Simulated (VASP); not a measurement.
A run of VASP 6.6.1 is set up as follows.

Contents of INCAR:

```
  PREC = Accurate
  ENCUT = 520
  EDIFF = 1E-6
  ISMEAR = -1
  SIGMA = 0.05
  LREAL = False
  LASPH = True
  NELM = 150
  ALGO = Normal
  ISIF = 2
  LWAVE = False
  LCHARG = True
  ISPIN = 2
  MAGMOM = 0 2
  LORBIT = 11
  LMAXMIX = 4
  GGA = PE
  LELF = True
  LVHAR = True
  NBANDS = 23
```

KPOINTS

```
regular mesh
0
Gamma
  10 10 6
```

File POSCAR:

```
TaV
1.0
    1.6278432141     -2.3381439432      0.0000000000
    1.6278432141      2.3381439432      0.0000000000
    0.0000000000      0.0000000000      4.3984907225
Ta V
1 1
Direct
    0.0000000000      0.0000000000      0.0000000000
    0.5000000000      0.5000000000      0.5000000000
```

Potentials or basis: VASP PAW PBE potentials, release 64 (Ta_pv, V_sv).

Launch:

```console
$ cat potpaw_PBE.64/Ta_pv/POTCAR potpaw_PBE.64/V_sv/POTCAR > POTCAR
$ mpirun -np 1 vasp_std > vasp.out
```

Question: Estimate the pressure.

Answer: -6.5 GPa.

Question: Estimate the net moment.

Answer: 0.00 μB per cell.

Stress tensor (GPa, compression positive):
```
-6.13  0.00  0.00
 0.00 -7.24  0.00
 0.00  0.00 -6.24
```

Caveat: the cell stands under tension; the moments typed at the start vanished in this run.
